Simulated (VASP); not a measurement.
Set up this calculation in VASP 6.6.1, as the native input.

```
Task                   : single point
Functional             : PBE
Potentials or basis    : VASP PAW PBE potentials, release 64 (Ga_d, Sb)
Cutoff                 : 520 eV
k mesh                 : 16 × 16 × 16
Occupations            : gaussian, width 0.15 eV
Spin                   : no spin polarisation
Dipole correction      : no
Further INCAR settings : ALGO = Normal; EDIFF = 1e-07; NBANDS = 16
```

The structure of GaSb lies in POSCAR:

```
GaSb
1.0
   -2.9593500000      2.9593500000      1.6443500000
    2.9593500000     -2.9593500000      1.6443500000
    2.9593500000      2.9593500000     -1.6443500000
Ga Sb
1 1
Direct
    0.2500000000      0.7500000000      0.5000000000
    0.0000000000      0.0000000000      0.0000000000
```

These files were run (other wordings do the same):

INCAR

```
PREC = Accurate ; ENCUT = 520
EDIFF = 1E-7 ; ISMEAR = 0
SIGMA = 0.15 ; LREAL = False
LASPH = True ; NELM = 80
ALGO = Normal ; ISIF = 2
LWAVE = False ; LCHARG = True
GGA = PE ; LELF = True
LVHAR = True ; NBANDS = 16
```

KPOINTS

```
Automatic mesh
0
Gamma
  16 16 16
```

Potentials or basis: VASP PAW PBE potentials, release 64 (Ga_d, Sb).

Launch:

```sh
$ cat potpaw_PBE.64/Ga_d/POTCAR potpaw_PBE.64/Sb/POTCAR > POTCAR
$ mpirun -np 1 vasp_std > vasp.out
```

It gave:

The pressure is -5.9 GPa. The band gap on the k mesh is zero (bands 9 and 10 overlap by 3.61 eV).

Caveat: the cell stands under tension; spin-orbit coupling is left out, which moves the levels of the heavy elements.

It took 4 min on 1 thread of Intel(R) Xeon(R) Platinum 8375C CPU @ 2.90GHz (Ice Lake), on a shared host, peak memory 0.47 GiB.
